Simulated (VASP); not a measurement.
# Ir3F in VASP: notebook

Runs on Ir3F. Level: PBE. Tasks: single point.

Program: VASP 6.6.1. These are calculated values, not measurements. Logs are shortened: lines on timing, memory, paths and dates and some standing lists are left out, and cuts for length are marked.

## (1) The cell of the first run

The cell holds a slab with vacuum, 4 atoms: a = 2.737 Å, b = 2.737 Å, c = 19.188 Å, α = 90.00°, β = 90.00°, γ = 90.00°.

## (2) Single point, PBE

File INCAR:

```
PREC = Accurate
ENCUT = 520
EDIFF = 1E-6
ISMEAR = 0
SIGMA = 0.1
LREAL = False
LASPH = True
NELM = 120
ALGO = Normal
ISIF = 2
LWAVE = False
LCHARG = False
LDIPOL = True
IDIPOL = 3
DIPOL = 0.5 0.5 0.349
GGA = PE
NBANDS = 37
GGA_COMPAT = False
NELMDL = -8
```

File KPOINTS:

```
regular mesh
0
Gamma
  10 10 1
```

File POSCAR:

```
Ir3F
1.0
    2.7367600872      0.0000000000      0.0000000000
    0.0000000000      2.7367600872      0.0000000000
    0.0000000000      0.0000000000     19.1883373424
Ir F
3 1
Direct
    0.5000000000      0.5000000000      0.2084599582
    0.0000000000      0.0000000000      0.3045662607
    0.5000000000      0.5000000000      0.4006776202
    0.8333333333      0.8333333333      0.4835267927
```

Potentials or basis: VASP PAW PBE potentials, release 64 (Ir_sv_GW, F).

Run with:

```sh
> cat potpaw_PBE.64/Ir_sv_GW/POTCAR potpaw_PBE.64/F/POTCAR > POTCAR
> mpirun -np 1 vasp_std > vasp.out
```

OUTCAR:

```text
PREC = Accurate
   ENCUT = 520
   EDIFF = 1E-6
   ISMEAR = 0
   LREAL = False
   LASPH = True
   NELM = 120
   ISIF = 2
   GGA = PE
   NELMDL = -8

 ion  position               nearest neighbor table
   1  0.500  0.500  0.208-   2 2.67   2 2.67   2 2.67   2 2.67
   2  0.000  0.000  0.305-   1 2.67   1 2.67   1 2.67   1 2.67   3 2.67   3 2.67   3 2.67   3 2.67

   3  0.500  0.500  0.401-   4 2.05   4 2.59   4 2.59   2 2.67   2 2.67   2 2.67   2 2.67
   4  0.833  0.833  0.484-   3 2.05   3 2.59   3 2.59

  LATTYP: Found a simple tetragonal cell.
 ALAT       =     2.7367600872
 C/A-ratio  =     7.0113333763

  Lattice vectors:

 A1 = (   2.7367600872,   0.0000000000,   0.0000000000)
 A2 = (   0.0000000000,   2.7367600872,   0.0000000000)
 A3 = (   0.0000000000,   0.0000000000,  19.1883373424)

Analysis of symmetry for initial positions (statically):
=====================================================================
 Subroutine PRICEL returns:
 Original cell was already a primitive cell.

 Routine SETGRP: Setting up the symmetry group for a
 simple tetragonal supercell.

 Subroutine GETGRP returns: Found  2 space group operations
 (whereof  2 operations were pure point group operations)
 out of a pool of 16 trial point group operations.

The static configuration has the point symmetry C_1h.

Analysis of symmetry for dynamics (positions and initial velocities):
=====================================================================
 Subroutine PRICEL returns:
 Original cell was already a primitive cell.

 Routine SETGRP: Setting up the symmetry group for a
 simple tetragonal supercell.

 Subroutine GETGRP returns: Found  2 space group operations
 (whereof  2 operations were pure point group operations)
 out of a pool of 16 trial point group operations.

The dynamic configuration has the point symmetry C_1h.

 Subroutine INISYM returns: Found  2 space group operations
 (whereof  2 operations are pure point group operations),
 and found     1 'primitive' translations

----------------------------------------------------------------------------------------

                                     Primitive cell

  volume of cell :     143.7179

  direct lattice vectors                    reciprocal lattice vectors
     2.736760087  0.000000000  0.000000000     0.365395566  0.000000000  0.000000000
     0.000000000  2.736760087  0.000000000     0.000000000  0.365395566  0.000000000
     0.000000000  0.000000000 19.188337342     0.000000000  0.000000000  0.052114990
[... 95 lines left out ...]
   ISYM   =      2    0-nonsym 1-usesym 2-fastsym
   POTIM  = 0.5000    time-step for ionic-motion
   TEBEG  =    0.0;   TEEND  =   0.0 temperature during run
   PSTRESS=    0.0 pullay stress
   NELECT =      58.0000    total number of electrons
   NUPDOWN=      -1.0000    fix difference up-down
   EMIN   =  10.00;   EMAX   =-10.00  energy-range for DOS
   EFERMI =   0.00;   METHOD = LEGACY
   ISMEAR =     0;   SIGMA  =   0.10  broadening in eV -4-tet -1-fermi 0-gaus
   EFERMI_NEDOS =   21; number of points for ismear=-14 and -15
   IALGO  =     38    algorithm
   IMIX   =      4    mixing-type and parameters
     AMIX     =   0.40;   BMIX     =  1.00
     AMIX_MAG =   1.60;   BMIX_MAG =  1.00
  volume/ion in A,a.u.               =      35.93       242.46
  Fermi-wavevector in a.u.,A,eV,Ry     =   1.209801  2.286192 19.913734  1.463618
  Thomas-Fermi vector in A             =   2.345367
   LORBIT       =      0    0 simple, 1 ext, 2 COOP (PROOUT), +10 PAW based schemes
   GGA     = PE    functional components
   LHFCALC =     F    Hartree Fock is set to
   AEXX    =    0.0000 exact exchange contribution
   IVDW    =     0    specifies the selected vdW correction
   LEPSILON=     F    determine dielectric tensor
   LRPA    =     F    only Hartree local field effects (RPA)
 non-spin polarized calculation
 Gauss-broadening in eV      SIGMA  =   0.10
  energy-cutoff  :      520.00
  volume of cell :      143.72
 maximum number of plane-waves:      3910
   NGX = 11   NGY = 11   NGZ = 71

 dipolmoment           0.000000      0.000000     -0.014460 electrons x Angstroem

 number of electron      57.9999998 magnetization

 dipolmoment           0.000000      0.000000      0.103332 electrons x Angstroem

 Free energy of the ion-electron system (eV)
  ---------------------------------------------------
  ext. energy  EPLUGINS =         0.00000000
  ---------------------------------------------------
  free energy    TOTEN  =       -29.36204618 eV

  energy without entropy =      -29.33871959  energy(sigma->0) =      -29.35038288

 E-fermi :  -0.4387     XC(G=0):  -5.8385

 val. band max:       -0.4502782121   @ k =  -0.2000   0.2000   0.0000
 cond. band min:      -0.4365370838   @ k =   0.4000   0.1000   0.0000
 fundamental gap:      0.0137411283
 Fermi energy:        -0.4386786592

 k-point     1 :       0.0000    0.0000    0.0000
  band No.  band energies     occupation
      1     -93.6281      2.00000
      2     -93.1590      2.00000
      3     -92.5165      2.00000
      4     -50.5466      2.00000
      5     -50.3012      2.00000
      6     -50.2979      2.00000
[... 949 lines left out ...]
     36       8.7563      0.00000
     37       9.4204      0.00000

 [... further k-points ...]

------------------------ aborting loop because EDIFF is reached ----------------------------------------

 vacuum level on the upper side and lower side of the slab       (xc-potential included)         1.196        -1.222

  FORCE on cell =-STRESS in cart. coord.  units (eV):
  Direction    XX          YY          ZZ          XY          YZ          ZX
  --------------------------------------------------------------------------------------
  -------------------------------------------------------------------------------------
  Total       -1.6294899     -1.6294899     -0.4182551      0.3372655     -0.1888392     -0.1888385
  in kB      -18.1656712    -18.1656712     -4.6627380      3.7598601     -2.1051928     -2.1051856
  external PRESSURE =     -13.6646935 kB  Pullay stress =       0.0000000 kB

 VOLUME and BASIS-vectors are now :
 -----------------------------------------------------------------------------
  energy-cutoff  :      520.00
  volume of cell :      143.72
      direct lattice vectors                 reciprocal lattice vectors
     2.736760087  0.000000000  0.000000000     0.365395566  0.000000000  0.000000000
     0.000000000  2.736760087  0.000000000     0.000000000  0.365395566  0.000000000
     0.000000000  0.000000000 19.188337342     0.000000000  0.000000000  0.052114990

 POSITION                                       TOTAL-FORCE (eV/Angst)
 -----------------------------------------------------------------------------------
      1.36838      1.36838      4.00000        -0.177027     -0.177027      0.043758
      0.00000      0.00000      5.84412         0.323921      0.323921     -0.252292
      1.36838      1.36838      7.68834         0.005577      0.005577      0.170952
      2.28063      2.28063      9.27808        -0.152471     -0.152471      0.037582
 -----------------------------------------------------------------------------------
    total drift:                               -0.000562     -0.000562      0.000860

  FREE ENERGIE OF THE ION-ELECTRON SYSTEM (eV)
  ---------------------------------------------------
  free  energy   TOTEN  =       -29.3620461755 eV

  energy  without entropy=      -29.3387195916  energy(sigma->0) =      -29.35038288

 vacuum level on the upper side and lower side of the slab         7.365         4.869
```

It took 4 min on 1 thread of Intel Xeon Platinum 8488C (Sapphire Rapids), shared host; peak memory 0.31 GiB.

Results:

| Item | Value |
| --- | --- |
| Free energy | -29.3620 eV |
| Largest force | 0.523 eV/Å |
| Band gap on the k mesh | zero (bands 29 and 30 overlap by 1.73 eV) |

Forces in eV/Å, atoms in the order of the input:
```
Ir  -0.177 -0.177  0.044
Ir   0.324  0.324 -0.252
Ir   0.006  0.006  0.171
F   -0.152 -0.152  0.038
```

Levels at points of the mesh, in eV from the Fermi level:
| k point | band 27 | band 28 | band 29 | band 30 | band 31 | band 32 |
| --- | --- | --- | --- | --- | --- | --- |
| (0.00, 0.00, 0.00) | -1.13 | -1.11 | -0.72 | 0.20 | 0.59 | 0.91 |
| (0.50, 0.00, 0.00) | -0.91 | -0.54 | 0.45 | 0.53 | 0.86 | 1.66 |
| (0.50, 0.50, 0.00) | 0.37 | 0.87 | 1.12 | 1.59 | 2.15 | 4.20 |

Caveat: spin-orbit coupling is left out, which moves the levels of the heavy elements.

## (3) Single point, PBE

Edit INCAR of step 2 so:

```diff
@@ -14,3 +14,3 @@
 IDIPOL = 3
-DIPOL = 0.5 0.5 0.349
+DIPOL = 0.5 0.5 0.352
 GGA = PE
```

KPOINTS is that of step 2.

Edit POSCAR of step 2 so:

```diff
@@ -11,2 +11,2 @@
     0.5000000000      0.5000000000      0.4006776202
-    0.8333333333      0.8333333333      0.4835267927
+    0.6666666667      0.6666666667      0.4953180221
```

Potentials or basis: VASP PAW PBE potentials, release 64 (Ir_sv_GW, F).

Run with:

```sh
> cat potpaw_PBE.64/Ir_sv_GW/POTCAR potpaw_PBE.64/F/POTCAR > POTCAR
> mpirun -np 1 vasp_std > vasp.out
```

It took 5.8 min on 1 thread of Intel Xeon Platinum 8375C at 2.90GHz (Ice Lake), shared host; peak memory 0.31 GiB.

It converged, with:

```
Free energy            : -29.5825 eV
Largest force          : 0.583 eV/Å
Band gap on the k mesh : zero (bands 29 and 30 overlap by 2.22 eV)
```

Forces in eV/Å, atoms in the order of the input:
```
Ir  -0.156 -0.156 -0.142
Ir   0.155  0.155 -0.197
Ir   0.374  0.374  0.245
F   -0.373 -0.373  0.093
```

Levels at points of the mesh, in eV from the Fermi level:
| k point | band 25 | band 26 | band 27 | band 28 | band 29 | band 30 | band 31 | band 32 | band 33 | band 34 |
| --- | --- | --- | --- | --- | --- | --- | --- | --- | --- | --- |
| (0.00, 0.00, 0.00) | -1.62 | -1.07 | -0.86 | -0.83 | -0.74 | 0.28 | 0.82 | 1.03 | 1.04 | 1.34 |
| (0.50, 0.00, 0.00) | -2.02 | -1.64 | -0.88 | -0.45 | 0.58 | 0.71 | 0.96 | 1.34 | 2.66 | 2.78 |
| (0.50, 0.50, 0.00) | 0.10 | 0.20 | 0.32 | 1.19 | 1.58 | 1.67 | 2.23 | 4.10 | 4.22 | 8.39 |

Caveat: spin-orbit coupling is left out, which moves the levels of the heavy elements.
